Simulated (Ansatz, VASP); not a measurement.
## Au in VASP and in Ansatz

```
CELL_PARAMETERS angstrom
0.00000 3.09108 3.09108
3.09108 0.00000 3.09108
3.09108 3.09108 0.00000
ATOMIC_POSITIONS crystal
Au 0.12500 0.12500 0.12500
Au 0.87500 0.87500 0.87500
```

Alike in both runs: task single point; functional LDA; k mesh 10 × 10 × 10; occupations fermi-dirac, width 0.1 eV; no spin polarisation.

|  | VASP | Ansatz |
| --- | --- | --- |
| version | VASP 6.6.1 | Ansatz 0.2.0 |
| potentials or method | VASP PAW LDA potentials, release 64 (Au), cutoff 520 eV | plane waves (420 eV) with PAW, scalar-relativistic |
| valence electrons in the cell | 22 | 38 |

Ansatz gave:

```
pressure (GPa) : -6.6
```

Problem. Estimate VASP's values.

Solution. Pressure (GPa): -6.4.

Ansatz warns that its potentials were made for another functional, while VASP's fit it. LDA's correlation is that of Perdew and Zunger in VASP and of Perdew and Wang (1992) in Ansatz. VASP's potentials hold 22 valence electrons a cell and Ansatz's 38, so a difference there can come from the potentials and not from the codes.

Spin-orbit coupling is off throughout.
